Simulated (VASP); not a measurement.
Here is a VASP 6.6.1 calculation.

INCAR

```
SYSTEM = FeSb
ALGO = Normal
EDIFF = 1E-6
ENCUT = 520
ISIF = 2
ISMEAR = -1
ISPIN = 2
LASPH = .True.
LCHARG = .False.
LMAXMIX = 4
LORBIT = 11
LREAL = .False.
LWAVE = .False.
MAGMOM = 3 3 0 0
NBANDS = 25
NELM = 150
PREC = Accurate
SIGMA = 0.1
```

Contents of KPOINTS:

```
k-points
0
Gamma
  8 8 6
  0 0 0
```

Contents of POSCAR:

```
FeSb
1.0
    4.1396280590      0.0000000000      0.0000000000
   -2.0698140295      3.5850230614      0.0000000000
    0.0000000000      0.0000000000      5.2306137790
Fe Sb
2 2
Direct
    0.0000000000      0.0000000000      0.0000000000
    0.0000000000      0.0000000000      0.5000000000
    0.3333333333      0.6666666667      0.2500000000
    0.6666666667      0.3333333333      0.7500000000
```

Potentials or basis: VASP PAW LDA potentials, release 64 (Fe, Sb).

The run is started by

```console
$ cat potpaw_LDA.64/Fe/POTCAR potpaw_LDA.64/Sb/POTCAR > POTCAR
$ mpirun -np 1 vasp_std > vasp.out
```

(1) Estimate the site moments.

(2) Predict the pressure.

(3) What does it give for the net moment?

Results:

(1) Fe +1.69; Sb -0.07 μB.

(2) -15.9 GPa.

(3) 3.22 μB per cell.

Caveat: the cell stands under tension.
